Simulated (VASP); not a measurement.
Crystal: Ge.

```xyz
2
Lattice="0.0000 2.8289 2.8289 2.8289 0.0000 2.8289 2.8289 2.8289 0.0000" Properties=species:S:1:pos:R:3 pbc="T T T"
Ge    0.0000    0.0000    0.0000
Ge    1.4145    1.4145    1.4145
```

Base run:

```yaml
Program: VASP 6.6.1
Functional: PBE
Potentials_or_basis: VASP PAW PBE potentials, release 64 (Ge_d)
Cutoff: 520 eV
k_mesh: 5 × 5 × 5
Occupations: gaussian, width 0.01 eV
Spin: no spin polarisation
```

Its results: band gap on the k mesh 0.04 eV, direct; pressure 3.4 GPa.

**Question.** After a change of settings the same cell gave: band gap on the k mesh 0.06 eV, direct; pressure 8.9 GPa. Which change was it?
A. k mesh from 5 × 5 × 5 to 2 × 2 × 2
B. k mesh from 5 × 5 × 5 to 7 × 7 × 7; further incar settings from ALGO = Normal; EDIFF = 1e-06; NBANDS = 21 to ALGO = Normal; EDIFF = 1e-07; NBANDS = 21
C. k mesh from 5 × 5 × 5 to 4 × 4 × 4

**Answer.** A.

Caveats: some runs use coarse meshes.
